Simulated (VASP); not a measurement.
# Si2B3 (C2/m) in VASP: relaxation of shape and atoms at fixed volume with PBE

Aim: the relaxation of shape and atoms at fixed volume of Si2B3 with PBE.

Program: VASP 6.6.1. These are calculated values, not measurements. Logs are shortened: lines on timing, memory, paths and dates and some standing lists are left out, and cuts for length are marked.

## (1) The cell of the first run

The typed cell holds 5 atoms: a = 2.963 Å, b = 2.963 Å, c = 5.559 Å, α = 90.04°, β = 90.04°, γ = 60.01°.

## (2) Relaxation of shape and atoms at fixed volume, PBE (8.46 Å³/atom)

Input file INCAR:

```
SYSTEM = Si2B3
PREC = Accurate
ENCUT = 500
EDIFF = 1E-7
ISMEAR = 0
SIGMA = 0.1
LREAL = .FALSE.
LASPH = .TRUE.
NELM = 120
ALGO = Normal
ISIF = 4
LWAVE = .FALSE.
LCHARG = .FALSE.
GGA = PE
IBRION = 2
NSW = 50
EDIFFG = -0.01
GGA_COMPAT = .FALSE.
NELMIN = 4
```

Input file KPOINTS:

```
Automatic mesh
0
G
  12 12 6
  0 0 0
```

Input file POSCAR:

```
Si2B3
1.0
    2.5641134519     -1.4819706403      0.1018781170
    2.5641134519      1.4819706403      0.1018781170
   -0.2255057879      0.0000000000      5.5542653879
Si B
2 3
Direct
    0.3335842908      0.3335842908      0.6915514639
    0.6664157092      0.6664157092      0.3084485361
    0.0000000000      0.0000000000      0.5000000000
    0.6666657720      0.6666657720      0.9632593011
    0.3333342280      0.3333342280      0.0367406989
```

Potentials or basis: VASP PAW PBE potentials, release 64 (Si, B).

On the command line:

```sh
$ cat potpaw_PBE.64/Si/POTCAR potpaw_PBE.64/B/POTCAR > POTCAR
$ mpirun -np 1 vasp_std > vasp.out
```

OUTCAR:

```text
SYSTEM = Si2B3
   PREC = Accurate
   ENCUT = 500
   EDIFF = 1E-7
   ISMEAR = 0
   LREAL = .FALSE.
   LASPH = .TRUE.
   NELM = 120
   ISIF = 4
   GGA = PE
   IBRION = 2
   NSW = 50
   EDIFFG = -0.01
   NELMIN = 4

 ion  position               nearest neighbor table
   1  0.334  0.334  0.692-   5 1.92   3 2.02   3 2.02   3 2.02   4 2.28   4 2.28   4 2.28   2 2.73
                             2 2.73   2 2.73
   2  0.666  0.666  0.308-   4 1.92   3 2.02   3 2.02   3 2.02   5 2.28   5 2.28   5 2.28   1 2.73
                             1 2.73   1 2.73
   3  0.000  0.000  0.500-   2 2.02   2 2.02   1 2.02   1 2.02   1 2.02   2 2.02
   4  0.667  0.667  0.963-   5 1.76   5 1.76   5 1.76   2 1.92   1 2.28   1 2.28   1 2.28
   5  0.333  0.333  0.037-   4 1.76   4 1.76   4 1.76   1 1.92   2 2.28   2 2.28   2 2.28

  LATTYP: Found a base centered monoclinic cell.
 ALAT       =     5.1322731591
 B/A-ratio  =     0.5775104303
 C/A-ratio  =     1.0831148599
 COS(beta)  =    -0.0008667750

  Lattice vectors:

 A1 = (   2.5641134519,  -1.4819706403,   0.1018781170)
 A2 = (   2.5641134519,   1.4819706403,   0.1018781170)
 A3 = (  -0.2255057879,   0.0000000000,   5.5542653879)

Analysis of symmetry for initial positions (statically):
=====================================================================
 Subroutine PRICEL returns:
 Original cell was already a primitive cell.

 Routine SETGRP: Setting up the symmetry group for a
 base centered monoclinic supercell.

 Subroutine GETGRP returns: Found  4 space group operations
 (whereof  4 operations were pure point group operations)
 out of a pool of  4 trial point group operations.

The static configuration has the point symmetry C_2h.

Analysis of symmetry for dynamics (positions and initial velocities):
=====================================================================
 Subroutine PRICEL returns:
 Original cell was already a primitive cell.

 Routine SETGRP: Setting up the symmetry group for a
 base centered monoclinic supercell.

 Subroutine GETGRP returns: Found  4 space group operations
 (whereof  4 operations were pure point group operations)
 out of a pool of  4 trial point group operations.

The dynamic configuration has the point symmetry C_2h.

 Subroutine INISYM returns: Found  4 space group operations
 (whereof  4 operations are pure point group operations),
 and found     1 'primitive' translations

----------------------------------------------------------------------------------------

                                     Primitive cell

  volume of cell :      42.2799

  direct lattice vectors                    reciprocal lattice vectors
     2.564113452 -1.481970640  0.101878117     0.194685116 -0.337388600  0.007904307
     2.564113452  1.481970640  0.101878117     0.194685116  0.337388600  0.007904307
    -0.225505788  0.000000000  5.554265388    -0.007141954  0.000000000  0.179751844

  length of vectors
     2.963324809  2.963324809  5.558841323     0.389609856  0.389609856  0.179893672

  position of ions in fractional coordinates (direct lattice)
     0.333584291  0.333584291  0.691551464
     0.666415709  0.666415709  0.308448536
     0.000000000  0.000000000  0.500000000
     0.666665772  0.666665772  0.963259301
     0.333334228  0.333334228  0.036740699

  ion indices of the primitive-cell ions
   primitive index   ion index
                 1           1
                 2           2
                 3           3
                 4           4
                 5           5

----------------------------------------------------------------------------------------

 KPOINTS: Automatic mesh

Automatic generation of k-mesh.
 Grid dimensions read from file:
 generate k-points for:   12   12    6

 Generating k-lattice:

  Cartesian coordinates                     Fractional coordinates (reciprocal lattice)
     0.016223760 -0.028115717  0.000658692     0.083333333 -0.000000000  0.000000000
     0.016223760  0.028115717  0.000658692    -0.000000000  0.083333333  0.000000000
    -0.001190326  0.000000000  0.029958641     0.000000000  0.000000000  0.166666667

  Length of vectors
     0.032467488  0.032467488  0.029982279

  Shift w.r.t. Gamma in fractional coordinates (k-lattice)
     0.000000000  0.000000000  0.000000000

 Subroutine IBZKPT returns following result:
 ===========================================

 Found    242 irreducible k-points:

 Following reciprocal coordinates:
            Coordinates               Weight
  0.000000  0.000000  0.000000      1.000000
  0.083333  0.000000 -0.000000      4.000000
  0.166667 -0.000000  0.000000      4.000000
  0.250000 -0.000000 -0.000000      4.000000
  0.333333 -0.000000  0.000000      4.000000
  0.416667 -0.000000 -0.000000      4.000000
[... 16 lines left out ...]
  0.500000  0.166667  0.000000      4.000000
 -0.416667  0.166667  0.000000      4.000000
 [... further k-points ...]
   k-points           NKPTS =    242   k-points in BZ     NKDIM =    242   number of bands    NBANDS=     12
   number of dos      NEDOS =    301   number of ions     NIONS =      5
   total plane-waves  NPLWV =  24192
   dimension x,y,z NGX =    24 NGY =   24 NGZ =   42
   dimension x,y,z NGXF=    48 NGYF=   48 NGZF=   84
   ions per type =               2   3
   NGX,Y,Z   is equivalent  to a cutoff of  13.46, 13.46, 12.56 a.u.
   NGXF,Y,Z  is equivalent  to a cutoff of  26.93, 26.93, 25.12 a.u.
 SYSTEM =  Si2B3
   PREC   = accura    normal or accurate (medium, high low for compatibility)
   ISTART =      0    job   : 0-new  1-cont  2-samecut
   ICHARG =      2    charge: 1-file 2-atom 10-const
   ISPIN  =      1    spin polarized calculation?
   LNONCOLLINEAR =      F non collinear calculations
   LSORBIT =      F    spin-orbit coupling
   LASPH  =      T    aspherical Exc in radial PAW
   ENCUT  =  500.0 eV  36.75 Ry    6.06 a.u.   5.40  5.40 10.14*2*pi/ulx,y,z
   NELM   =    120;   NELMIN=  4; NELMDL= -5     # of ELM steps
   EDIFF  = 0.1E-06   stopping-criterion for ELM
   LREAL  =      F    real-space projection
   EDIFFG = -.1E-01   stopping-criterion for IOM
   NSW    =     50    number of steps for IOM
   IBRION =      2    ionic relax: 0-MD 1-quasi-New 2-CG
   NFREE  =      1    steps in history (QN), initial steepest desc. (CG)
   ISIF   =      4    stress and relaxation
   ISYM   =      2    0-nonsym 1-usesym 2-fastsym
   POTIM  = 0.5000    time-step for ionic-motion
   TEBEG  =    0.0;   TEEND  =   0.0 temperature during run
   PSTRESS=    0.0 pullay stress
   NELECT =      17.0000    total number of electrons
   NUPDOWN=      -1.0000    fix difference up-down
   EMIN   =  10.00;   EMAX   =-10.00  energy-range for DOS
   EFERMI =   0.00;   METHOD = LEGACY
   ISMEAR =     0;   SIGMA  =   0.10  broadening in eV -4-tet -1-fermi 0-gaus
   EFERMI_NEDOS =   21; number of points for ismear=-14 and -15
   IALGO  =     38    algorithm
   IMIX   =      4    mixing-type and parameters
     AMIX     =   0.40;   BMIX     =  1.00
     AMIX_MAG =   1.60;   BMIX_MAG =  1.00
  volume/ion in A,a.u.               =       8.46        57.06
  Fermi-wavevector in a.u.,A,eV,Ry     =   1.208314  2.283383 19.864831  1.460024
  Thomas-Fermi vector in A             =   2.343926
   LORBIT       =      0    0 simple, 1 ext, 2 COOP (PROOUT), +10 PAW based schemes
   GGA     = PE    functional components
   LHFCALC =     F    Hartree Fock is set to
   AEXX    =    0.0000 exact exchange contribution
   IVDW    =     0    specifies the selected vdW correction
   LEPSILON=     F    determine dielectric tensor
   LRPA    =     F    only Hartree local field effects (RPA)
 conjugate gradient relaxation of ions
 non-spin polarized calculation
 Gauss-broadening in eV      SIGMA  =   0.10
  energy-cutoff  :      500.00
  volume of cell :       42.28
 maximum number of plane-waves:      1106
 NGX is ok and might be reduce to    24
   NGX = 11   NGY = 11   NGZ = 21

--------------------------------------- Ionic step        1  -------------------------------------------

 number of electron      17.0000000 magnetization

 Free energy of the ion-electron system (eV)
  ---------------------------------------------------
  ext. energy  EPLUGINS =         0.00000000
  ---------------------------------------------------
  free energy    TOTEN  =       -29.15666225 eV

  energy without entropy =      -29.15394664  energy(sigma->0) =      -29.15530444

------------------------ aborting loop because EDIFF is reached ----------------------------------------

  FORCE on cell =-STRESS in cart. coord.  units (eV):
  Direction    XX          YY          ZZ          XY          YZ          ZX
  --------------------------------------------------------------------------------------
  -------------------------------------------------------------------------------------
  Total        5.4723238      5.4630676      5.7403344      0.0000000      0.0000000      0.0039995
  in kB      207.3714156    207.0206566    217.5275654      0.0000000      0.0000000      0.1515609
  external PRESSURE =     210.6398792 kB  Pullay stress =       0.0000000 kB
[... 102 lines left out ...]
  energy  without entropy=      -29.1560584490  energy(sigma->0) =      -29.15739205

--------------------------------------- Ionic step        4  -------------------------------------------

 number of electron      17.0000000 magnetization

 Free energy of the ion-electron system (eV)
  ---------------------------------------------------
  ext. energy  EPLUGINS =         0.00000000
  ---------------------------------------------------
  free energy    TOTEN  =       -29.15978275 eV

  energy without entropy =      -29.15701422  energy(sigma->0) =      -29.15839849

 E-fermi :  10.6723     XC(G=0): -12.1564

 val. band max:       10.6407601064   @ k =   0.0833   0.0000   0.5000
 cond. band min:      10.7017878907   @ k =   0.0833   0.0833   0.3333
 fundamental gap:      0.0610277843
 Fermi energy:        10.6722643454

 k-point     1 :       0.0000    0.0000    0.0000
  band No.  band energies     occupation
      1      -5.9517      2.00000
      2      -1.9936      2.00000
      3      -1.4625      2.00000
      4       8.3073      2.00000
      5       9.7467      2.00000
      6       9.7470      2.00000
      7      10.9953      0.00000
      8      11.0030      0.00000
      9      12.2460      0.00000
     10      15.9818      0.00000
     11      15.9831      0.00000
     12      16.9102      0.00000
[... 331 lines left out ...]
 k-point    24 :      -0.4167    0.1667    0.0000
  band No.  band energies     occupation
      1      -1.0758      2.00000
      2      -0.3616      2.00000
      3       2.3017      2.00000
      4       2.5266      2.00000
      5       4.2456      2.00000
      6       4.4198      2.00000
      7       4.5101      2.00000
      8       6.9966      2.00000
      9       8.8860      2.00000
     10      14.8754      0.00000
     11      15.1389      0.00000
     12      15.1930      0.00000

 [... further k-points ...]

------------------------ aborting loop because EDIFF is reached ----------------------------------------

  FORCE on cell =-STRESS in cart. coord.  units (eV):
  Direction    XX          YY          ZZ          XY          YZ          ZX
  --------------------------------------------------------------------------------------
  -------------------------------------------------------------------------------------
  Total        5.3431970      5.3466296      5.4177977      0.0000000      0.0000000     -0.0011044
  in kB      202.4782108    202.6082874    205.3051701      0.0000000      0.0000000     -0.0418505
  external PRESSURE =     203.4638894 kB  Pullay stress =       0.0000000 kB
[... 20 lines left out ...]
  FREE ENERGIE OF THE ION-ELECTRON SYSTEM (eV)
  ---------------------------------------------------
  free  energy   TOTEN  =       -29.1597827518 eV

  energy  without entropy=      -29.1570142208  energy(sigma->0) =      -29.15839849

 reached required accuracy - stopping structural energy minimisation
```

Wall time 3.7 min (1 thread of Intel Xeon Platinum 8259CL at 2.50GHz (Skylake/Cascade Lake), shared host); peak memory 0.24 GiB.

Results:

| Property | Result |
| --- | --- |
| Free energy | -29.1598 eV |
| Energy gained by relaxing | 0.6 meV/atom |
| Ionic steps | 4 |
| Pressure after relaxing | 20.3 GPa |
| Largest force after relaxing | 0.006 eV/Å |
| Band gap on the k mesh | zero (an odd number of electrons rules out a gap without spin polarisation) |

Forces in eV/Å, atoms in the order of the input:
```
Si  -0.004  0.000 -0.004
Si   0.004  0.000  0.004
B    0.000  0.000  0.000
B   -0.001  0.000  0.005
B    0.001  0.000 -0.005
```

Stress tensor (GPa, compression positive):
```
20.25  0.00  0.00
 0.00 20.26  0.00
 0.00  0.00 20.53
```

Step by step:
```csv
step,energy change (eV),largest force (eV/Å),pressure (GPa),volume (Å³)
1,0.0000,0.2544,21.06,42.28
2,-0.0011,0.2259,20.28,42.28
3,-0.0021,0.1172,20.59,42.28
4,-0.0031,0.0057,20.35,42.28
```

Final structure:
```yaml
crystal:
  lattice:
    - [2.56510, -1.48239, 0.10248]
    - [2.56510, 1.48239, 0.10248]
    - [-0.22413, 0.00000, 5.55054]
  atoms:
    - { symbol: Si, position: [0.33355, 0.33355, 0.69210] }
    - { symbol: Si, position: [0.66645, 0.66645, 0.30790] }
    - { symbol: B, position: [0.00000, 0.00000, 0.50000] }
    - { symbol: B, position: [0.66668, 0.66668, 0.96080] }
    - { symbol: B, position: [0.33332, 0.33332, 0.03920] }
```

Caveat: an odd number of electrons without spin polarisation forces a metal; a magnetic or distorted state may lie lower.

The gap in the log of VASP goes by the Fermi energy; the results here count the filled bands.